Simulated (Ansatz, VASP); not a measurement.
## One calculation of Cu12H, two programs

File INCAR:

```
PREC = Accurate ; ENCUT = 520
EDIFF = 1E-6 ; ISMEAR = 0
SIGMA = 0.1 ; LREAL = F
LASPH = T ; NELM = 80
ALGO = Normal ; ISIF = 2
LWAVE = F ; LCHARG = F
LDIPOL = T ; IDIPOL = 3
DIPOL = 0.5 0.5 0.297 ; GGA = PE
IVDW = 12 ; NBANDS = 78
```

The input KPOINTS:

```
Automatic mesh
0
Gamma
  5 5 1
```

Contents of POSCAR:

```
Cu12H
1.0
    5.0378287988      0.0000000000      0.0000000000
    0.0000000000      5.0378287988      0.0000000000
    0.0000000000      0.0000000000     20.6622829064
Cu H
12 1
Direct
    0.2500000000      0.2500000000      0.1935894508
    0.2500000000      0.7500000000      0.1935894508
    0.7500000000      0.2500000000      0.1935894508
    0.7500000000      0.7500000000      0.1935894508
    0.0000000000      0.0000000000      0.2797919997
    0.0000000000      0.5000000000      0.2797919997
    0.5000000000      0.0000000000      0.2797919997
    0.5000000000      0.5000000000      0.2797919997
    0.2500000000      0.2500000000      0.3659945486
    0.2500000000      0.7500000000      0.3659945486
    0.7500000000      0.2500000000      0.3659945486
    0.7500000000      0.7500000000      0.3659945486
    0.5000000000      0.5000000000      0.5015071642
```

Input for Ansatz:

```yaml
crystal:
  lattice:
    - [5.0378287988, 0.0, 0.0]
    - [0.0, 5.0378287988, 0.0]
    - [0.0, 0.0, 20.6622829064]
  atoms:
    - { symbol: Cu, position: [0.25, 0.25, 0.1935894508] }
    - { symbol: Cu, position: [0.25, 0.75, 0.1935894508] }
    - { symbol: Cu, position: [0.75, 0.25, 0.1935894508] }
    - { symbol: Cu, position: [0.75, 0.75, 0.1935894508] }
    - { symbol: Cu, position: [0.0, 0.0, 0.2797919997] }
    - { symbol: Cu, position: [0.0, 0.5, 0.2797919997] }
    - { symbol: Cu, position: [0.5, 0.0, 0.2797919997] }
    - { symbol: Cu, position: [0.5, 0.5, 0.2797919997] }
    - { symbol: Cu, position: [0.25, 0.25, 0.3659945486] }
    - { symbol: Cu, position: [0.25, 0.75, 0.3659945486] }
    - { symbol: Cu, position: [0.75, 0.25, 0.3659945486] }
    - { symbol: Cu, position: [0.75, 0.75, 0.3659945486] }
    - { symbol: H, position: [0.5, 0.5, 0.5015071642] }
basis:
  ecutwfc: 420
kpoints:
  mp_grid: { grid: [5, 5, 1] }
hamiltonian:
  xc: pbe
  pseudopotentials: { kind: paw, azcp: { folder: soft_1 } }
  dispersion: d3bj
scf:
  occupations: { method: gaussian, width: 0.1 }
output:
  forces: true
  eigenvalues: true
efield:
  axis: 3
  dipole_correction: true
  ramp_width: 0.04
```

Alike in both runs: task single point; functional PBE; dispersion D3(BJ); k mesh 5 × 5 × 1; occupations gaussian, width 0.1 eV; no spin polarisation.

```csv
,VASP,Ansatz
version,VASP 6.6.1,Ansatz 0.2.0
potentials or method,"VASP PAW PBE potentials, release 64 (Cu, H), cutoff 520 eV","scalar-relativistic, plane waves, PAW"
valence electrons in the cell,133,229
```

|  | VASP | Ansatz | Ansatz less VASP |
| --- | --- | --- | --- |
| gap on the k mesh at the Fermi level (eV) | none | none | - |
| rms of the force components (eV/Å) | 0.203 | 0.197 | -0.0053 |

Atom by atom the forces differ by 0.015 eV/Å (rms over components). A gap of «none» marks a metal or a gap that the smearing closes. VASP's potentials hold 133 valence electrons a cell and Ansatz's 229, so a difference there can come from the potentials and not from the codes.
